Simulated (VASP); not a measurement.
Wanted: the native input for a VASP 6.6.1 run.

| Item | Value |
| --- | --- |
| Task | single point |
| Functional | PBE |
| Potentials or basis | VASP PAW PBE potentials, release 64 (Nb_sv, Si, O) |
| Cutoff | 520 eV |
| k mesh | 4 × 4 × 4 |
| Occupations | gaussian, width 0.1 eV |
| Spin | no spin polarisation |
| Dipole correction | no |
| Further INCAR settings | ALGO = Normal; EDIFF = 1e-06; NBANDS = 28 |

The structure of Nb2Si2O lies in POSCAR:

```
Nb2Si2O
1.0
    2.9254980573     -3.2964418021      0.0000000000
    2.9254980573      3.2964418021      0.0000000000
    0.0000000000      0.0000000000      3.6480069587
Nb Si O
2 2 1
Direct
    0.0000000000      0.5000000000      0.0000000000
    0.5000000000      0.0000000000      0.0000000000
    0.0000000000      0.0000000000      0.5000000000
    0.5000000000      0.5000000000      0.5000000000
    0.5000000000      0.5000000000      0.0000000000
```

The cell was built from a structure type or drawn by symmetry, and may not be a known phase.

The input as run:

INCAR

```
SYSTEM = Nb2Si2O
  ALGO = Normal
  EDIFF = 1E-6
  ENCUT = 520
  GGA = PE
  ISIF = 2
  ISMEAR = 0
  LASPH = .TRUE.
  LCHARG = .FALSE.
  LREAL = .FALSE.
  LWAVE = .FALSE.
  NBANDS = 28
  NELM = 60
  PREC = Accurate
  SIGMA = 0.1
```

KPOINTS

```
k-points
0
G
  4 4 4
  0 0 0
```

Potentials or basis: VASP PAW PBE potentials, release 64 (Nb_sv, Si, O).

Command:

```sh
$ cat potpaw_PBE.64/Nb_sv/POTCAR potpaw_PBE.64/Si/POTCAR potpaw_PBE.64/O/POTCAR > POTCAR
$ mpirun -np 1 vasp_std > vasp.out
```

It gave:

The pressure is -0.1 GPa and the band gap on the k mesh is zero (bands 20 and 21 overlap by 0.88 eV).

Caveat: the k points lie up to 0.43 Å⁻¹ apart, too coarse for converged energies and pressures of a metal.

Wall time 30 s on 1 thread of AMD EPYC 9R45 96-Core Processor (Zen 5) (shared host), peak memory 0.17 GiB.
